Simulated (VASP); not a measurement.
# BN (F-43m) in VASP: a series of runs, part 2 of 3

VASP 6.6.1. The steps go on from the part before.

## 3. Vibrations by perturbation theory, PBE

This run uses another cell than the first one, of 5.85 Å³/atom, 1.027 times its volume.

INCAR

```
PREC = Accurate
ENCUT = 520
EDIFF = 1E-8
ISMEAR = 0
SIGMA = 0.01
LREAL = F
LASPH = T
NELM = 100
ALGO = Normal
ISIF = 2
LWAVE = F
LCHARG = T
GGA = PE
IBRION = 8
NSW = 1
LEPSILON = T
```

KPOINTS

```
regular mesh
0
Gamma
  12 12 12
```

POSCAR

```
BN
1.0
    0.0000000000      1.8013883605      1.8013883605
    1.8013883605      0.0000000000      1.8013883605
    1.8013883605      1.8013883605      0.0000000000
B N
1 1
Direct
    0.0000000000      0.0000000000      0.0000000000
    0.7500000000      0.7500000000      0.7500000000
```

Potentials or basis: VASP PAW PBE potentials, release 64 (B, N).

On the command line:

```
cat potpaw_PBE.64/B/POTCAR potpaw_PBE.64/N/POTCAR > POTCAR
mpirun -np 1 vasp_std > vasp.out
```

OUTCAR:

```text
PREC = Accurate
   ENCUT = 520
   EDIFF = 1E-8
   ISMEAR = 0
   LREAL = F
   LASPH = T
   NELM = 100
   ISIF = 2
   GGA = PE
   IBRION = 8
   NSW = 1
   LEPSILON = T

 ion  position               nearest neighbor table
   1  0.000  0.000  0.000-   2 1.56   2 1.56   2 1.56   2 1.56
   2  0.750  0.750  0.750-   1 1.56   1 1.56   1 1.56   1 1.56

  LATTYP: Found a face centered cubic cell.
 ALAT       =     3.6027767210

  Lattice vectors:

 A1 = (   0.0000000000,   1.8013883605,   1.8013883605)
 A2 = (   1.8013883605,   0.0000000000,   1.8013883605)
 A3 = (   1.8013883605,   1.8013883605,   0.0000000000)

Analysis of symmetry for initial positions (statically):
=====================================================================
 Subroutine PRICEL returns:
 Original cell was already a primitive cell.

 Routine SETGRP: Setting up the symmetry group for a
 face centered cubic supercell.

 Subroutine GETGRP returns: Found 24 space group operations
 (whereof 24 operations were pure point group operations)
 out of a pool of 48 trial point group operations.

The static configuration has the point symmetry T_d .

Analysis of symmetry for dynamics (positions and initial velocities):
=====================================================================
 Subroutine PRICEL returns:
 Original cell was already a primitive cell.

 Routine SETGRP: Setting up the symmetry group for a
 face centered cubic supercell.

 Subroutine GETGRP returns: Found 24 space group operations
 (whereof 24 operations were pure point group operations)
 out of a pool of 48 trial point group operations.

The dynamic configuration has the point symmetry T_d .

 Subroutine INISYM returns: Found 24 space group operations
 (whereof 24 operations are pure point group operations),
 and found     1 'primitive' translations

----------------------------------------------------------------------------------------

                                     Primitive cell

  volume of cell :      11.6910

  direct lattice vectors                    reciprocal lattice vectors
     0.000000000  1.801388361  1.801388361    -0.277563690  0.277563690  0.277563690
     1.801388361  0.000000000  1.801388361     0.277563690 -0.277563690  0.277563690
     1.801388361  1.801388361  0.000000000     0.277563690  0.277563690 -0.277563690

  length of vectors
     2.547547851  2.547547851  2.547547851     0.480754413  0.480754413  0.480754413

  position of ions in fractional coordinates (direct lattice)
     0.000000000  0.000000000  0.000000000
     0.750000000  0.750000000  0.750000000

  ion indices of the primitive-cell ions
   primitive index   ion index
[... 451 lines left out ...]
    -0.00045  1.03903  0.00000
     1.03903 -0.00045  0.00000
     0.00000  0.00000  0.00037

--------------------------------------- Ionic step        4  -------------------------------------------

------------------------ aborting loop because EDIFF is reached ----------------------------------------

[... ionic steps 5 to 6 ...]

--------------------------------------- Ionic step        7  -------------------------------------------

 Free energy of the ion-electron system (eV)
  ---------------------------------------------------
  ---------------------------------------------------
  free energy    TOTEN  =        -0.23114494 eV

  energy without entropy =       -0.23114494

------------------------ aborting loop because EDIFF is reached ----------------------------------------

 INTERNAL STRAIN TENSOR  FOR ION    2  DIRECTION 1   (eV/Angst):
 -----------------------------------------------------------------------------
     0.00824  0.00000  0.00000
     0.00000 -0.00303  2.34356
     0.00000  2.34356 -0.00303

 MACROSCOPIC STATIC DIELECTRIC TENSOR (including local field effects in DFT)
 ------------------------------------------------------
           4.595694     0.000000    -0.000000
          -0.000000     4.595694     0.000000
           0.000000    -0.000000     4.595694
 ------------------------------------------------------

 PIEZOELECTRIC TENSOR (including local field effects)  for field in x, y, z        (e  Angst)
          XX          YY          ZZ          XY          YZ          ZX
  --------------------------------------------------------------------------------
  x     0.00000     0.00000     0.00000     0.00000     0.75858     0.00000
  y    -0.00000     0.00000     0.00000    -0.00000     0.00000     0.75858
  z     0.00000    -0.00000     0.00000     0.75858    -0.00000     0.00000

 PIEZOELECTRIC TENSOR (including local field effects)  for field in x, y, z        (C/m^2)
          XX          YY          ZZ          XY          YZ          ZX
  --------------------------------------------------------------------------------
  x     0.00000     0.00000     0.00000     0.00000     1.03959     0.00000
  y    -0.00000     0.00000     0.00000    -0.00000     0.00000     1.03959
  z     0.00000    -0.00000     0.00000     1.03959    -0.00000     0.00000

 BORN EFFECTIVE CHARGES (including local field effects) (in |e|, cummulative output)
 ---------------------------------------------------------------------------------
 ion    1
    1     1.90277     0.00000    -0.00000
    2     0.00000     1.90277     0.00000
    3    -0.00000     0.00000     1.90277
 ion    2
    1    -1.90277     0.00000     0.00000
    2     0.00000    -1.90277    -0.00000
    3     0.00000    -0.00000    -1.90277

 INTERNAL STRAIN TENSOR FOR ION    2 for displacements in x,y,z  (eV/Angst):
          X           Y           Z          XY          YZ          ZX
  --------------------------------------------------------------------------------
  x    -0.00000     0.00000     0.00000     0.00000     2.34356     0.00000
  y     0.00000    -0.00000     0.00000     0.00000     0.00000     2.34356
  z     0.00000     0.00000    -0.00000     2.34356     0.00000     0.00000

 SECOND DERIVATIVES (NOT SYMMETRIZED)
 ------------------------------------
               1X          1Y          1Z          2X          2Y          2Z
  1X   -24.847363    0.000000    0.000000   24.847363    0.000000    0.000000
  1Y     0.000000  -24.847363    0.000000    0.000000   24.847363    0.000000
  1Z     0.000000    0.000000  -24.847363    0.000000    0.000000   24.847363
  2X    24.843775    0.000000    0.000000  -24.843775    0.000000    0.000000
  2Y     0.000000   24.843775    0.000000    0.000000  -24.843775    0.000000
  2Z     0.000000    0.000000   24.843775    0.000000    0.000000  -24.843775

 Eigenvectors and eigenvalues of the dynamical matrix
 ----------------------------------------------------

   1 f  =   31.549729 THz   198.232796 2PiTHz 1052.385692 cm-1   130.479138 meV
             X         Y         Z           dx          dy          dz
      0.000000  0.000000  0.000000     0.000000   -0.751212    0.000000
      2.702083  2.702083  2.702083    -0.000000    0.660061    0.000000
[... 21 lines left out ...]
   6 f/i=    0.001130 THz     0.007097 2PiTHz    0.037677 cm-1     0.004671 meV
             X         Y         Z           dx          dy          dz
      0.000000  0.000000  0.000000     0.521642    0.404064   -0.017397
      2.702083  2.702083  2.702083     0.593677    0.459863   -0.019800

--------------------------------------------------------------------------------------------------------

 MACROSCOPIC STATIC DIELECTRIC TENSOR IONIC CONTRIBUTION
 ------------------------------------------------------
           2.255484    -0.000000    -0.000000
          -0.000000     2.255484     0.000000
          -0.000000     0.000000     2.255484
 ------------------------------------------------------

 ELASTIC MODULI CONTR FROM IONIC RELAXATION (kBar)
 Direction    XX          YY          ZZ          XY          YZ          ZX
 --------------------------------------------------------------------------------
 XX          -0.0000      0.0000      0.0000     -0.0000      0.0000      0.0000
 YY           0.0000     -0.0000      0.0000     -0.0000     -0.0000     -0.0000
 ZZ           0.0000      0.0000     -0.0000      0.0000     -0.0000      0.0000
 XY          -0.0000     -0.0000      0.0000    -28.1997      0.0000      0.0000
 YZ           0.0000     -0.0000     -0.0000      0.0000    -28.1997      0.0000
 ZX           0.0000     -0.0000      0.0000      0.0000      0.0000    -28.1997
 --------------------------------------------------------------------------------

 PIEZOELECTRIC TENSOR IONIC CONTR  for field in x, y, z        (C/m^2)
          XX          YY          ZZ          XY          YZ          ZX
  --------------------------------------------------------------------------------
  x     0.00000    -0.00000    -0.00000     0.00000    -0.23731     0.00000
  y     0.00000    -0.00000     0.00000    -0.00000     0.00000    -0.23731
  z    -0.00000    -0.00000     0.00000    -0.23731     0.00000    -0.00000
```

OSZICAR:

```text
N       E                     dE             d eps       ncg     rms          rms(c)
DAV:   1     0.115889537205E+02    0.11589E+02   -0.54887E+03  1200   0.101E+03
DAV:   2    -0.182254510892E+02   -0.29814E+02   -0.29282E+02  1616   0.178E+02
DAV:   3    -0.184265832857E+02   -0.20113E+00   -0.20113E+00  1352   0.187E+01
DAV:   4    -0.184267392825E+02   -0.15600E-03   -0.15600E-03  1576   0.456E-01
[... 135 lines left out ...]
RMM:   7    -0.231144597323E+00    0.54041E-05   -0.67584E-08  7395   0.907E-04    0.699E-05
RMM:   8    -0.231145061821E+00   -0.46450E-06   -0.12713E-08  6722   0.100E-04    0.323E-05
RMM:   9    -0.231144947714E+00    0.11411E-06    0.10388E-09  7599   0.578E-05    0.239E-06
RMM:  10    -0.231144940559E+00    0.71546E-08    0.12028E-09  6823   0.396E-06    0.924E-07
 Linear response finished
```

stdout:

```text
POSCAR found type information on POSCAR B N
 POSCAR found :  2 types and       2 ions
 scaLAPACK will be used
 LDA part: xc-table for (Slater+PW92), standard interpolation
 POSCAR, INCAR and KPOINTS ok, starting setup
 FFT: planning ... GRIDC
 FFT: planning ... GRID_SOFT
 FFT: planning ... GRID
 WAVECAR not read
 entering main loop
[... 23 lines left out ...]
  Direction:   3
 dielectric tensor                  component  3 :     0.397     0.661     4.596
 Linear response DOF=           2
 Linear response progress:
 first order change of Fermi-energy  -0.12794E-05
 force on displaced ion       1 direction 1 : -24.847   0.000   0.000
 Born effective charge ion    1 direction 1 :   1.903   0.000   0.000
 Linear response progress:
 first order change of Fermi-energy   0.27718E-03
 force on displaced ion       2 direction 1 : -24.844   0.000   0.000
 Born effective charge ion    2 direction 1 :  -1.902   0.000   0.000
 Born effective charges drift removed
 Linear response finished
```

Wall time 1.8 min (1 thread of Intel Xeon Platinum 8488C (Sapphire Rapids), shared host); peak memory 0.18 GiB.

What came out:

```yaml
Electronic_dielectric_tensor_diagonal: 4.60
Born_charges_mean_of_the_diagonal: B +1.90; N -1.90 e
Highest_phonon_frequency_at_Γ_LO-TO_splitting_left_out: 1052 cm⁻¹
```

Phonon frequencies in cm⁻¹ (negative: imaginary):
| q point | frequencies |
| --- | --- |
| (0.000, 0.000, 0.000) | 0 0 0 1052 1052 1052 |

Electronic dielectric tensor:
```
4.60 0.00 0.00
0.00 4.60 0.00
0.00 0.00 4.60
```

Born effective charge tensors (e):
atom 1, B
```
1.90 0.00 0.00
0.00 1.90 0.00
0.00 0.00 1.90
```
atom 2, N
```
-1.90  0.00  0.00
 0.00 -1.90  0.00
 0.00  0.00 -1.90
```

Caveat: the cell wasn't relaxed at this level first, which shifts response properties.

(Continued in part 3 of 3.)
